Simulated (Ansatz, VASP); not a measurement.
## Two plane-wave programs on ZnInGaO4

```
Zn In Ga O
1.0
     1.65746    0.95693    8.58295
    -1.65746    0.95693    8.58295
     0.00000   -1.91387    8.58295
Zn In Ga O
1 1 1 4
Direct
  0.21869 0.21869 0.21869
  0.00294 0.00294 0.00294
  0.78714 0.78714 0.78714
  0.29509 0.29509 0.29509
  0.71124 0.71124 0.71124
  0.12118 0.12118 0.12118
  0.86374 0.86374 0.86374
```

Alike in both runs: functional PBEsol; k mesh 12 × 12 × 12; occupations gaussian, width 0.02 eV; no spin polarisation.

Ansatz relaxed the structure, and its values are those at the end. VASP's run is a single point on that final structure, the one shown.

```csv
,VASP,Ansatz
version,VASP 6.6.1,Ansatz 0.2.0
potentials or method,"VASP PAW PBE potentials, release 64 (Zn, In_d, Ga_d, O), cutoff 520 eV","scalar-relativistic, plane waves, PAW"
valence electrons in the cell,62,62
```

VASP gave:

* gap on the k mesh at the Fermi level (eV): 1.16
* least direct gap on the mesh (eV): 1.16
* pressure (GPa): 0.6
* rms of the force components (eV/Å): 0.007

Estimate Ansatz's values.

gap on the k mesh at the Fermi level (eV): 1.17; least direct gap on the mesh (eV): 1.17; pressure (GPa): 0.0; rms of the force components (eV/Å): 0.000.

VASP's potentials were made for PBE, not for PBEsol. The functional is the same, so the differences come from potentials, cutoffs and numerics.
